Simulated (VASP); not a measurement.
Wanted: the native input for a VASP 6.6.1 run.

```yaml
Task: single point
Functional: PBE
Potentials_or_basis: VASP PAW PBE potentials, release 64 (Hg, Te)
Cutoff: 520 eV
k_mesh: 6 × 6 × 6
Occupations: fermi-dirac, width 0.02 eV
Spin: no spin polarisation
Dipole_correction: no
Further_INCAR_settings: ALGO = Normal; EDIFF = 1e-06; NBANDS = 16
```

The structure of HgTe lies in POSCAR:

```
HgTe
1.0
    0.0000000000      3.4855206148      3.4855206148
    3.4855206148      0.0000000000      3.4855206148
    3.4855206148      3.4855206148      0.0000000000
Hg Te
1 1
Direct
    0.0000000000      0.0000000000      0.0000000000
    0.2500000000      0.2500000000      0.2500000000
```

This cell differs from its parent crystal: strain +6.0%.

One way to write it, as run:

INCAR

```
PREC     = Accurate       # precision mode
ENCUT    = 520            # plane-wave cutoff, eV
EDIFF    = 1E-6           # SCF threshold, eV
ISMEAR   = -1             # smearing method
SIGMA    = 0.02           # smearing width, eV
LREAL    = F              # projectors in reciprocal space
LASPH    = T              # aspherical terms in the spheres
NELM     = 100            # most SCF steps
ALGO     = Normal         # electronic algorithm
ISIF     = 2              # what is computed and relaxed
LWAVE    = F              # write WAVECAR
LCHARG   = T              # write CHGCAR
GGA      = PE             # functional
LELF     = T              # ELF
LVHAR    = T            
NBANDS   = 16             # bands
```

KPOINTS

```
Automatic mesh
0
Gamma
  6 6 6
```

Potentials or basis: VASP PAW PBE potentials, release 64 (Hg, Te).

Run with:

```sh
$ cat potpaw_PBE.64/Hg/POTCAR potpaw_PBE.64/Te/POTCAR > POTCAR
$ mpirun -np 1 vasp_std > vasp.out
```

It gave:

The pressure is -3.3 GPa and the band gap on the k mesh is zero (filled and empty bands touch).

Caveat: the cell differs from its parent crystal (strain +6.0%); spin-orbit coupling is left out, which moves the levels of the heavy elements.

Run time: 25 s on 1 thread of Intel Xeon 6975P-C (shared host), peak memory 0.24 GiB.
